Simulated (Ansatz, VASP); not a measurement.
# Cs3Nb in VASP and in Ansatz

```xyz
4
Lattice="6.0810 0.0000 0.0000 0.0000 6.0810 0.0000 0.0000 0.0000 6.0810" Properties=species:S:1:pos:R:3 pbc="T T T"
Cs    0.0000    3.0405    3.0405
Cs    3.0405    0.0000    3.0405
Cs    3.0405    3.0405    0.0000
Nb    0.0000    0.0000    0.0000
```

Alike in both runs: functional PBE; k mesh 8 × 8 × 8; occupations gaussian, width 0.1 eV; no spin polarisation.

Ansatz relaxed the structure, and its values are those at the end. VASP's run is a single point on that final structure, the one shown.

```csv
,VASP,Ansatz
version,VASP 6.6.1,Ansatz 0.2.0
potentials or method,"VASP PAW PBE potentials, release 64 (Cs_sv, Nb_sv), cutoff 520 eV","scalar-relativistic, plane waves, PAW"
valence electrons in the cell,40,40
```

```tsv
	VASP	Ansatz	Ansatz less VASP
gap on the k mesh at the Fermi level (eV)	none	none	-
pressure (GPa)	0.0	0.0	0.00
```

A gap of «none» marks a metal or a gap that the smearing closes.

Spin-orbit coupling is off throughout.
